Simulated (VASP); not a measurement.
Ti: single point with r2SCAN

The system is Ti.

```
Ti
1.0
     0.00000   -3.25179    0.00000
    -3.25179    0.00000    0.00000
     0.00000    0.00000   -3.25179
Ti
2
Cartesian
  -1.6259 -1.6259 -1.4759
  0.0000 0.0000 -0.1500
```

This cell differs from its parent crystal: atoms displaced along a vibrational mode.

* Program: VASP 6.6.1
* Task: single point
* Functional: r2SCAN
* Potentials or basis: VASP PAW PBE potentials, release 64 (Ti_sv)
* Cutoff: 520 eV
* k mesh: 18 × 18 × 18
* Occupations: gaussian, width 0.15 eV
* Spin: no spin polarisation
* Dipole correction: no
* Further INCAR settings: ALGO = Normal; EDIFF = 1e-07; NBANDS = 19

The pressure is 2.7 GPa and the largest force is 1.535 eV/Å. The band gap on the k mesh is zero (bands 12 and 13 overlap by 1.74 eV).

Forces on the atoms (eV/Å):
```
Ti   0.000  0.000 -1.535
Ti   0.000  0.000  1.535
```

Stress tensor (GPa, compression positive):
```
3.61 0.00 0.00
0.00 3.61 0.00
0.00 0.00 0.88
```

Levels at points of the mesh, in eV from the Fermi level:
```tsv
k point	band 8	band 9	band 10	band 11	band 12	band 13	band 14	band 15	band 16	band 17
(0.00, 0.00, 0.00)	-33.58	-6.29	-2.44	-2.10	0.94	1.36	1.36	2.42	3.17	3.98
(0.50, 0.00, 0.00)	-33.75	-2.83	-2.83	-0.45	-0.45	1.05	1.05	2.16	2.16	3.08
(0.00, 0.00, 0.50)	-33.69	-2.86	-2.81	-0.98	1.13	1.38	1.38	1.60	1.60	1.67
(0.50, 0.50, 0.00)	-33.57	-2.45	-2.45	-0.05	-0.05	1.07	1.07	2.74	2.74	3.34
(0.00, 0.50, 0.50)	-33.62	-2.59	-2.59	-0.35	-0.35	0.93	0.93	3.23	3.23	3.40
(0.50, 0.50, 0.50)	-33.74	-0.90	-0.90	-0.58	-0.58	-0.26	-0.26	3.39	3.39	3.40
```

It took 15 min on 1 thread of Intel Xeon 8259CL, on a shared host, peak memory 0.38 GiB.

Caveat: the cell differs from its parent crystal (atoms displaced along a vibrational mode); the PAW data sets were made with another functional, which shifts forces and pressure a little.
